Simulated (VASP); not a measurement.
Input of a VASP 6.6.1 run:

File INCAR:

```
  PREC = Accurate
  ENCUT = 520
  EDIFF = 1E-6
  ISMEAR = 0
  SIGMA = 0.1
  LREAL = False
  LASPH = True
  NELM = 150
  ALGO = Normal
  ISIF = 2
  LWAVE = False
  LCHARG = False
  ISPIN = 2
  MAGMOM = 0 0 0 0 3 0 0 0
  LORBIT = 11
  LMAXMIX = 4
  LDIPOL = True
  IDIPOL = 3
  DIPOL = 0.5 0.5 0.353
  GGA = PE
  NBANDS = 44
```

Contents of KPOINTS:

```
Automatic mesh
0
Gamma
  9 9 1
```

POSCAR

```
Ti3N5
1.0
    3.0028555063      0.0000000000      0.0000000000
   -1.5014277532      2.6005491524      0.0000000000
    0.0000000000      0.0000000000     24.1233847547
N Ti
5 3
Direct
    0.3333333333      0.6666666667      0.1658142106
    0.0000000000      0.0000000000      0.2674509120
    0.6666666667      0.3333333333      0.3654788005
    0.3333333333      0.6666666667      0.4611038156
    0.3333333333      0.6666666667      0.5974860038
    0.6666666667      0.3333333333      0.2166325614
    0.3333333333      0.6666666667      0.3190139885
    0.0000000000      0.0000000000      0.4290633808
```

Potentials or basis: VASP PAW PBE potentials, release 64 (N, Ti_sv).

Run with:

```sh
$ cat potpaw_PBE.64/N/POTCAR potpaw_PBE.64/Ti_sv/POTCAR > POTCAR
$ mpirun -np 1 vasp_std > vasp.out
```

(1) Estimate the band gap on the k mesh.

(2) Estimate the site moments.

(3) What does it give for the net moment?

## Answers

(1) zero (filled and empty bands overlap).

(2) N -0.00, +0.00, +1.97 (each value once); Ti +0.00, -0.00, +0.01 μB.

(3) 3.00 μB per cell.
